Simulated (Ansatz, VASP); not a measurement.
## Two plane-wave programs on C

The input POSCAR:

```
C
1.0
    2.5157113486      0.0000000000      0.0000000000
   -1.2578556743      2.1786699365      0.0000000000
    0.0000000000      0.0000000000      4.1897136386
C
4
Direct
    0.3333333333      0.6666666667      0.0001745392
    0.6666666667      0.3333333333      0.5001745392
    0.3333333333      0.6666666667      0.3748254608
    0.6666666667      0.3333333333      0.8748254608
```

INCAR.step1

```
PREC = Accurate
ENCUT = 910
ISMEAR = 0
SIGMA = 0.01
LREAL = False
LASPH = True
NELM = 120
NBANDS = 16
GGA = PE
ALGO = Normal
EDIFF = 1E-5
LWAVE = True
LCHARG = False
GGA_COMPAT = False
```

The input INCAR.step2:

```
PREC = Accurate
ENCUT = 910
EDIFF = 1E-6
ISMEAR = 0
SIGMA = 0.01
LREAL = False
LASPH = True
NELM = 120
ALGO = Normal
ISIF = 2
LWAVE = False
LCHARG = False
METAGGA = R2SCAN
LMIXTAU = True
NBANDS = 16
ISTART = 1
GGA_COMPAT = False
```

KPOINTS

```
regular mesh
0
Gamma
  12 12 6
```

Input for Ansatz:

```yaml
crystal:
  lattice:
    - [2.5157113486, 0.0, 0.0]
    - [-1.2578556743, 2.1786699365, 0.0]
    - [0.0, 0.0, 4.1897136386]
  atoms:
    - { symbol: C, position: [0.3333333333, 0.6666666667, 0.0001745392] }
    - { symbol: C, position: [0.6666666667, 0.3333333333, 0.5001745392] }
    - { symbol: C, position: [0.3333333333, 0.6666666667, 0.3748254608] }
    - { symbol: C, position: [0.6666666667, 0.3333333333, 0.8748254608] }
kpoints:
  mp_grid: { grid: [12, 12, 6] }
  band_path:
    path:
      - [0.0, 0.0, 0.0]
      - [0.5, 0.0, 0.0]
      - [0.3333333333, 0.3333333333, 0.0]
      - [0.0, 0.0, 0.5]
      - [0.5, 0.0, 0.5]
      - [0.3333333333, 0.3333333333, 0.5]
    npoints: 1
hamiltonian:
  xc: r2scan
scf:
  occupations: { method: fixed }
  n_extra_bands: 5
output:
  forces: true
  stress: true
  eigenvalues: true
```

Change from the starting cell: hydrostatic strain +0.5%.

Alike in both runs: task single point; functional r2SCAN; k mesh 12 × 12 × 6; no spin polarisation.

```csv
,VASP,Ansatz
version,VASP 6.6.1,Ansatz 0.2.0
potentials or method,"VASP PAW PBE potentials, release 64 (C_h)","plane waves, PAW"
plane-wave cutoff (eV),910,500
occupations,"gaussian, width 0.01 eV",fixed
valence electrons in the cell,16,16
```

```csv
,VASP,Ansatz,Ansatz less VASP
gap on the k mesh at the Fermi level (eV),3.65,3.65,+0.006
```

VASP's potentials were made for PBE, not for r2SCAN.

Noted on VASP's run: the cutoff is short for stress, so the pressure is rough.
